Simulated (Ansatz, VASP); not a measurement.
One calculation of LiF, two programs

```xyz
4
Lattice="3.1734 0.0000 0.0000 -1.5867 2.7483 0.0000 0.0000 0.0000 4.5058" Properties=species:S:1:pos:R:3 pbc="T T T"
Li    0.0000    1.8322   -0.0984
Li    1.5867    0.9161    2.1544
F     0.0000    1.8322    1.7881
F     1.5867    0.9161    4.0410
```

Change from the starting cell: epitaxial_xy strain +3.0%.

Alike in both runs: task single point; functional HSE06; k mesh 6 × 6 × 4; no spin polarisation.

|  | VASP | Ansatz |
| --- | --- | --- |
| version | VASP 6.6.1 | Ansatz 0.2.0 |
| potentials or method | VASP PAW PBE potentials, release 64 (Li_sv, F) | plane waves, PAW |
| plane-wave cutoff (eV) | 520 | 420 |
| occupations | gaussian, width 0.01 eV | fixed |
| valence electrons in the cell | 20 | 20 |

Ansatz gave:

```
gap on the k mesh at the Fermi level (eV) : 9.81
rms of the force components (eV/Å)        : 0.006
```

Q: Which values does VASP return?

A: gap on the k mesh at the Fermi level (eV): 9.79; rms of the force components (eV/Å): 0.002.

Atom by atom the forces differ by 0.004 eV/Å (rms over components). Ansatz's warnings: stress exchange threshold loose, stress scf threshold loose.

Noted on VASP's run: the cutoff is short for stress, so the pressure is rough.
